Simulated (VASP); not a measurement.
Write the native input for VASP 6.6.1 that does the following.

- Task: single point
- Functional: r2SCAN
- Potentials or basis: VASP PAW PBE potentials, release 64 (Ti_sv, O)
- Cutoff: 520 eV
- k mesh: 6 × 6 × 4
- Occupations: gaussian, width 0.05 eV
- Spin: no spin polarisation
- Dipole correction: no
- Further INCAR settings: ALGO = Normal; EDIFF = 1e-07; NBANDS = 46

The system is TiO2.

```
Ti O
1.0
     5.56199    0.00000    0.00000
    -2.78099    4.81682    0.00000
     0.00000    0.00000    6.30263
Ti O
3 6
Direct
  0.46617 0.00000 0.33333
  0.00000 0.46617 0.66667
  0.53383 0.53383 0.00000
  0.41894 0.27174 0.21360
  0.72826 0.14720 0.54693
  0.85280 0.58106 0.88027
  0.27174 0.41894 0.78640
  0.14720 0.72826 0.45307
  0.58106 0.85280 0.11973
```

This cell differs from its parent crystal: strain +0.000 along x and y, +0.040 along z.

The input as run:

POSCAR

```
TiO2
1.0
    5.5619878339      0.0000000000      0.0000000000
   -2.7809939170      4.8168227597      0.0000000000
    0.0000000000      0.0000000000      6.3026340651
Ti O
3 6
Direct
    0.4661652025      0.0000000000      0.3333333333
    0.0000000000      0.4661652025      0.6666666667
    0.5338347975      0.5338347975      0.0000000000
    0.4189423308      0.2717377456      0.2136010424
    0.7282622544      0.1472045851      0.5469343757
    0.8527954149      0.5810576692      0.8802677091
    0.2717377456      0.4189423308      0.7863989576
    0.1472045851      0.7282622544      0.4530656243
    0.5810576692      0.8527954149      0.1197322909
```

INCAR.step1

```
PREC = Accurate
ENCUT = 520
ISMEAR = 0
SIGMA = 0.05
LREAL = False
LASPH = True
NELM = 60
NBANDS = 46
GGA = PE
ALGO = Normal
EDIFF = 1E-4
LWAVE = True
LCHARG = False
```

INCAR.step2

```
PREC = Accurate
ENCUT = 520
EDIFF = 1E-7
ISMEAR = 0
SIGMA = 0.05
LREAL = False
LASPH = True
NELM = 60
ALGO = Normal
ISIF = 2
LWAVE = False
LCHARG = False
METAGGA = R2SCAN
LMIXTAU = True
NBANDS = 46
ISTART = 1
```

KPOINTS

```
regular mesh
0
Gamma
  6 6 4
```

Potentials or basis: VASP PAW PBE potentials, release 64 (Ti_sv, O).

Run with:

```bash
$ cat potpaw_PBE.64/Ti_sv/POTCAR potpaw_PBE.64/O/POTCAR > POTCAR
$ cp INCAR.step1 INCAR
$ mpirun -np 1 vasp_std > vasp.out
$ cp INCAR.step2 INCAR
$ mpirun -np 1 vasp_std > vasp.out
```

It gave:

```json
{
  "Pressure": "-4.1 GPa",
  "Largest force": "0.365 eV/Å",
  "Band gap on the k mesh": "3.85 eV"
}
```

Caveat: the cell differs from its parent crystal (strain +0.000 along x and y, +0.040 along z); the cell stands under tension; the PAW data sets were made with another functional, which shifts forces and pressure a little.

Run time: 15 min on 1 thread of AMD EPYC 9R14 (Zen 4) (shared host), peak memory 0.35 GiB.
